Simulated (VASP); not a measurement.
Here is a VASP 6.6.1 calculation.

The input INCAR:

```
ALGO = Normal
EDIFF = 1E-7
ENCUT = 520
GGA = PE
ISIF = 2
ISMEAR = -1
LASPH = True
LCHARG = False
LREAL = False
LWAVE = False
NBANDS = 47
NELM = 100
PREC = Accurate
SIGMA = 0.1
```

Contents of KPOINTS:

```
k-points
0
Gamma
  3 3 3
```

File POSCAR:

```
RbCdN3O6
1.0
    5.6135740000     -0.0379950000      0.4671900000
    0.0969270000      5.5088160000      0.1803260000
   -0.1866000000     -0.5329310000      5.7113950000
Cd N O Rb
1 3 6 1
Direct
    0.2688758301      0.1606213943      0.4463875616
    1.0264422307      0.7710777268      0.3013272750
    0.6781952381      0.2751287340      0.2032130684
    0.1338026905      0.8002782643      0.1681772566
    0.5835202898      0.4304256558      0.3214372704
    0.8257523487      0.1067087326      0.3865534429
    0.9185463810      0.2089785358      0.0438089211
    0.1459681658      0.5369153228      0.1511934195
    0.9014518297      0.1540625814      0.6751788715
    0.2428875726      0.5024385132      0.7220161848
    0.7205355797      0.6860974017      0.8894220733
```

Potentials or basis: VASP PAW PBE potentials, release 64 (Cd, N, O, Rb_sv).

Command:

```bash
$ cat potpaw_PBE.64/Cd/POTCAR potpaw_PBE.64/N/POTCAR potpaw_PBE.64/O/POTCAR potpaw_PBE.64/Rb_sv/POTCAR > POTCAR
$ mpirun -np 1 vasp_std > vasp.out
```

(1) What does it give for the pressure?

(2) What does it give for the largest force?

Results:

(1) 17.8 GPa.

(2) 47.321 eV/Å.

Caveat: the k points lie up to 0.38 Å⁻¹ apart; the standard files for N, O and F lose accuracy on very short bonds.
